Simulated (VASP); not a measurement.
# SiC (F-43m) in VASP: further runs

The runs below take SiC through single point, with PBE.

Program: VASP 6.6.1. These are calculated values, not measurements. Logs are shortened: lines on timing, memory, paths and dates and some standing lists are left out, and cuts for length are marked.

## 1. The cell of the first run

It takes space group F-43m (No. 216, cubic). The conventional cell has a = 4.414 Å, b = 4.414 Å, c = 4.414 Å, α = 90.00°, β = 90.00°, γ = 90.00°. Si (site symmetry -43m) has 4 C at 1.91 Å within 2.5 Å. Within 2.5 Å of C (site symmetry -43m) lie 4 Si at 1.91 Å.

## 2. Single point, PBE

INCAR

```
PREC = Accurate
ENCUT = 520
EDIFF = 1E-6
ISMEAR = 0
SIGMA = 0.05
LREAL = F
LASPH = T
NELM = 100
ALGO = Normal
ISIF = 2
LWAVE = F
LCHARG = T
GGA = PE
LELF = T
LVHAR = T
NBANDS = 11
```

KPOINTS

```
Automatic mesh
0
Gamma
  12 12 12
```

POSCAR

```
SiC
1.0
    0.0000000000      2.2072077647      2.2072077647
    2.2072077647      0.0000000000      2.2072077647
    2.2072077647      2.2072077647      0.0000000000
Si C
1 1
Direct
    0.0000000000      0.0000000000      0.0000000000
    0.7500000000      0.7500000000      0.7500000000
```

Potentials or basis: VASP PAW PBE potentials, release 64 (Si, C).

Launch:

```console
> cat potpaw_PBE.64/Si/POTCAR potpaw_PBE.64/C/POTCAR > POTCAR
> mpirun -np 1 vasp_std > vasp.out
```

OUTCAR:

```text
PREC = Accurate
   ENCUT = 520
   EDIFF = 1E-6
   ISMEAR = 0
   LREAL = F
   LASPH = T
   NELM = 100
   ISIF = 2
   GGA = PE

 ion  position               nearest neighbor table
   1  0.000  0.000  0.000-   2 1.91   2 1.91   2 1.91   2 1.91
   2  0.750  0.750  0.750-   1 1.91   1 1.91   1 1.91   1 1.91

  LATTYP: Found a face centered cubic cell.
 ALAT       =     4.4144155294

  Lattice vectors:

 A1 = (   0.0000000000,   2.2072077647,   2.2072077647)
 A2 = (   2.2072077647,   0.0000000000,   2.2072077647)
 A3 = (   2.2072077647,   2.2072077647,   0.0000000000)

Analysis of symmetry for initial positions (statically):
=====================================================================
 Subroutine PRICEL returns:
 Original cell was already a primitive cell.

 Routine SETGRP: Setting up the symmetry group for a
 face centered cubic supercell.

 Subroutine GETGRP returns: Found 24 space group operations
 (whereof 24 operations were pure point group operations)
 out of a pool of 48 trial point group operations.

The static configuration has the point symmetry T_d .

Analysis of symmetry for dynamics (positions and initial velocities):
=====================================================================
 Subroutine PRICEL returns:
 Original cell was already a primitive cell.

 Routine SETGRP: Setting up the symmetry group for a
 face centered cubic supercell.

 Subroutine GETGRP returns: Found 24 space group operations
 (whereof 24 operations were pure point group operations)
 out of a pool of 48 trial point group operations.

The dynamic configuration has the point symmetry T_d .

 Subroutine INISYM returns: Found 24 space group operations
 (whereof 24 operations are pure point group operations),
 and found     1 'primitive' translations

----------------------------------------------------------------------------------------

                                     Primitive cell

  volume of cell :      21.5060

  direct lattice vectors                    reciprocal lattice vectors
     0.000000000  2.207207765  2.207207765    -0.226530555  0.226530555  0.226530555
     2.207207765  0.000000000  2.207207765     0.226530555 -0.226530555  0.226530555
     2.207207765  2.207207765  0.000000000     0.226530555  0.226530555 -0.226530555

  length of vectors
     3.121463156  3.121463156  3.121463156     0.392362431  0.392362431  0.392362431

  position of ions in fractional coordinates (direct lattice)
     0.000000000  0.000000000  0.000000000
     0.750000000  0.750000000  0.750000000

  ion indices of the primitive-cell ions
   primitive index   ion index
                 1           1
                 2           2

----------------------------------------------------------------------------------------

 KPOINTS: Automatic mesh

Automatic generation of k-mesh.
 Grid dimensions read from file:
 generate k-points for:   12   12   12

 Generating k-lattice:

  Cartesian coordinates                     Fractional coordinates (reciprocal lattice)
    -0.018877546  0.018877546  0.018877546     0.083333333  0.000000000  0.000000000
     0.018877546 -0.018877546  0.018877546     0.000000000  0.083333333  0.000000000
     0.018877546  0.018877546 -0.018877546     0.000000000  0.000000000  0.083333333

  Length of vectors
     0.032696869  0.032696869  0.032696869

  Shift w.r.t. Gamma in fractional coordinates (k-lattice)
     0.000000000  0.000000000  0.000000000

 Subroutine IBZKPT returns following result:
 ===========================================

 Found     72 irreducible k-points:

 Following reciprocal coordinates:
            Coordinates               Weight
  0.000000  0.000000  0.000000      1.000000
  0.083333  0.000000  0.000000      8.000000
  0.166667  0.000000  0.000000      8.000000
  0.250000  0.000000  0.000000      8.000000
  0.333333  0.000000  0.000000      8.000000
  0.416667  0.000000  0.000000      8.000000
[... 16 lines left out ...]
  0.500000  0.166667  0.000000     24.000000
 -0.416667  0.166667  0.000000     24.000000
 [... further k-points ...]
   k-points           NKPTS =     72   k-points in BZ     NKDIM =     72   number of bands    NBANDS=     11
   number of dos      NEDOS =    301   number of ions     NIONS =      2
   total plane-waves  NPLWV =  13824
   dimension x,y,z NGX =    24 NGY =   24 NGZ =   24
   dimension x,y,z NGXF=    48 NGYF=   48 NGZF=   48
   ions per type =               1   1
   NGX,Y,Z   is equivalent  to a cutoff of  12.78, 12.78, 12.78 a.u.
   NGXF,Y,Z  is equivalent  to a cutoff of  25.56, 25.56, 25.56 a.u.
 SYSTEM =  unknown system
   PREC   = accura    normal or accurate (medium, high low for compatibility)
   ISTART =      0    job   : 0-new  1-cont  2-samecut
   ICHARG =      2    charge: 1-file 2-atom 10-const
   ISPIN  =      1    spin polarized calculation?
   LNONCOLLINEAR =      F non collinear calculations
   LSORBIT =      F    spin-orbit coupling
   LASPH  =      T    aspherical Exc in radial PAW
   ENCUT  =  520.0 eV  38.22 Ry    6.18 a.u.   5.80  5.80  5.80*2*pi/ulx,y,z
   NELM   =    100;   NELMIN=  2; NELMDL= -5     # of ELM steps
   EDIFF  = 0.1E-05   stopping-criterion for ELM
   LREAL  =      F    real-space projection
   EDIFFG = 0.1E-04   stopping-criterion for IOM
   NSW    =      0    number of steps for IOM
   IBRION =     -1    ionic relax: 0-MD 1-quasi-New 2-CG
   NFREE  =      0    steps in history (QN), initial steepest desc. (CG)
   ISIF   =      2    stress and relaxation
   ISYM   =      2    0-nonsym 1-usesym 2-fastsym
   POTIM  = 0.5000    time-step for ionic-motion
   TEBEG  =    0.0;   TEEND  =   0.0 temperature during run
   PSTRESS=    0.0 pullay stress
   NELECT =       8.0000    total number of electrons
   NUPDOWN=      -1.0000    fix difference up-down
   EMIN   =  10.00;   EMAX   =-10.00  energy-range for DOS
   EFERMI =   0.00;   METHOD = LEGACY
   ISMEAR =     0;   SIGMA  =   0.05  broadening in eV -4-tet -1-fermi 0-gaus
   EFERMI_NEDOS =   21; number of points for ismear=-14 and -15
   IALGO  =     38    algorithm
   IMIX   =      4    mixing-type and parameters
     AMIX     =   0.40;   BMIX     =  1.00
     AMIX_MAG =   1.60;   BMIX_MAG =  1.00
  volume/ion in A,a.u.               =      10.75        72.56
  Fermi-wavevector in a.u.,A,eV,Ry     =   1.177384  2.224934 18.860859  1.386234
  Thomas-Fermi vector in A             =   2.313732
   LORBIT       =      0    0 simple, 1 ext, 2 COOP (PROOUT), +10 PAW based schemes
   GGA     = PE    functional components
   LHFCALC =     F    Hartree Fock is set to
   AEXX    =    0.0000 exact exchange contribution
   IVDW    =     0    specifies the selected vdW correction
   LEPSILON=     F    determine dielectric tensor
   LRPA    =     F    only Hartree local field effects (RPA)
 non-spin polarized calculation
 Gauss-broadening in eV      SIGMA  =   0.05
  energy-cutoff  :      520.00
  volume of cell :       21.51
 maximum number of plane-waves:       604
   NGX = 11   NGY = 11   NGZ = 11

 number of electron       8.0000001 magnetization

 Free energy of the ion-electron system (eV)
  ---------------------------------------------------
  ext. energy  EPLUGINS =         0.00000000
  ---------------------------------------------------
  free energy    TOTEN  =       -15.05327485 eV

  energy without entropy =      -15.05327485  energy(sigma->0) =      -15.05327485

 E-fermi :   7.9431     XC(G=0): -11.1885

 val. band max:        7.6796300091   @ k =   0.0000   0.0000   0.0000
 cond. band min:       9.0712799596   @ k =   0.5000   0.5000   0.0000
 fundamental gap:      1.3916499505
 Fermi energy:         7.9430677712

 k-point     1 :       0.0000    0.0000    0.0000
  band No.  band energies     occupation
      1      -7.4240      2.00000
      2       7.6796      2.00000
      3       7.6796      2.00000
      4       7.6796      2.00000
      5      13.4627      0.00000
      6      14.7241      0.00000
      7      14.7241      0.00000
      8      14.7241      0.00000
      9      21.9633      0.00000
     10      21.9633      0.00000
     11      23.5694      0.00000

 k-point     2 :       0.0833    0.0000    0.0000
  band No.  band energies     occupation
      1      -7.2924      2.00000
      2       6.9546      2.00000
      3       7.5855      2.00000
      4       7.5855      2.00000
      5      13.7373      0.00000
      6      14.8473      0.00000
      7      14.8957      0.00000
      8      14.8957      0.00000
      9      21.2447      0.00000
     10      21.2447      0.00000
     11      23.6941      0.00000

 k-point     3 :       0.1667    0.0000    0.0000
  band No.  band energies     occupation
      1      -6.9014      2.00000
      2       5.3341      2.00000
      3       7.3526      2.00000
      4       7.3526      2.00000
      5      13.6715      0.00000
      6      15.2369      0.00000
      7      15.2369      0.00000
      8      15.6804      0.00000
      9      20.4773      0.00000
     10      20.4773      0.00000
     11      23.0405      0.00000

 k-point     4 :       0.2500    0.0000    0.0000
  band No.  band energies     occupation
      1      -6.2662      2.00000
      2       3.4549      2.00000
      3       7.0791      2.00000
      4       7.0791      2.00000
      5      13.3288      0.00000
      6      15.3494      0.00000
      7      15.3494      0.00000
      8      16.6933      0.00000
      9      20.5917      0.00000
     10      20.5917      0.00000
     11      22.4898      0.00000

 k-point     5 :       0.3333    0.0000    0.0000
  band No.  band energies     occupation
      1      -5.4266      2.00000
      2       1.6232      2.00000
      3       6.8436      2.00000
      4       6.8436      2.00000
      5      13.0243      0.00000
      6      15.1291      0.00000
      7      15.1291      0.00000
      8      17.3154      0.00000
      9      21.6871      0.00000
     10      21.6871      0.00000
     11      22.5493      0.00000
[... 211 lines left out ...]
 k-point    21 :       0.3333    0.1667    0.0000
  band No.  band energies     occupation
      1      -5.5584      2.00000
      2       2.9670      2.00000
      3       5.8980      2.00000
      4       5.9758      2.00000
      5      12.4588      0.00000
      6      15.0022      0.00000
      7      16.3609      0.00000
      8      17.0520      0.00000
      9      19.9759      0.00000
     10      23.5061      0.00000
     11      25.0943      0.00000

 k-point    22 :       0.4167    0.1667    0.0000
  band No.  band energies     occupation
      1      -4.6889      2.00000
      2       1.3476      2.00000
      3       5.3901      2.00000
      4       5.8852      2.00000
      5      12.3467      0.00000
      6      15.3106      0.00000
      7      16.7312      0.00000
      8      16.8496      0.00000
      9      20.8209      0.00000
     10      24.6064      0.00000
     11      25.1628      0.00000

 k-point    23 :       0.5000    0.1667    0.0000
  band No.  band energies     occupation
      1      -3.8523      2.00000
      2       0.0795      2.00000
      3       4.9447      2.00000
      4       5.9618      2.00000
      5      12.4031      0.00000
      6      15.2085      0.00000
      7      16.3260      0.00000
      8      17.9763      0.00000
      9      21.3116      0.00000
     10      24.5942      0.00000
     11      25.4451      0.00000

 k-point    24 :      -0.4167    0.1667    0.0000
  band No.  band energies     occupation
      1      -3.6834      2.00000
      2      -0.1463      2.00000
      3       4.6428      2.00000
      4       6.1926      2.00000
      5      12.6955      0.00000
      6      15.1152      0.00000
      7      16.0215      0.00000
      8      18.4979      0.00000
      9      22.0026      0.00000
     10      22.7533      0.00000
     11      25.4116      0.00000

 [... further k-points ...]
[... 5 lines left out ...]
  --------------------------------------------------------------------------------------
  -------------------------------------------------------------------------------------
  Total       -0.6499827     -0.6499827     -0.6499827     -0.0000000     -0.0000000      0.0000000
  in kB      -48.4231194    -48.4231194    -48.4231194     -0.0000000     -0.0000000      0.0000000
  external PRESSURE =     -48.4231194 kB  Pullay stress =       0.0000000 kB

 VOLUME and BASIS-vectors are now :
 -----------------------------------------------------------------------------
  energy-cutoff  :      520.00
  volume of cell :       21.51
      direct lattice vectors                 reciprocal lattice vectors
     0.000000000  2.207207765  2.207207765    -0.226530555  0.226530555  0.226530555
     2.207207765  0.000000000  2.207207765     0.226530555 -0.226530555  0.226530555
     2.207207765  2.207207765  0.000000000     0.226530555  0.226530555 -0.226530555

 POSITION                                       TOTAL-FORCE (eV/Angst)
 -----------------------------------------------------------------------------------
      0.00000      0.00000      0.00000         0.000000      0.000000      0.000000
      3.31081      3.31081      3.31081        -0.000000     -0.000000     -0.000000
 -----------------------------------------------------------------------------------
    total drift:                               -0.000000     -0.000000     -0.000000

  FREE ENERGIE OF THE ION-ELECTRON SYSTEM (eV)
  ---------------------------------------------------
  free  energy   TOTEN  =       -15.0532748503 eV

  energy  without entropy=      -15.0532748503  energy(sigma->0) =      -15.05327485
```

Run time: 9.7 s. Hardware: 1 thread of Intel Xeon Platinum 8488C (Sapphire Rapids), shared host; peak memory 0.13 GiB.

Results:

| Property | Result |
| --- | --- |
| Free energy | -15.0533 eV |
| Pressure | -4.8 GPa |
| Band gap on the k mesh | 1.39 eV, indirect (least direct gap 4.50 eV) |

A k mesh can miss the band edges.

(Part 1 of 2 ends here.)
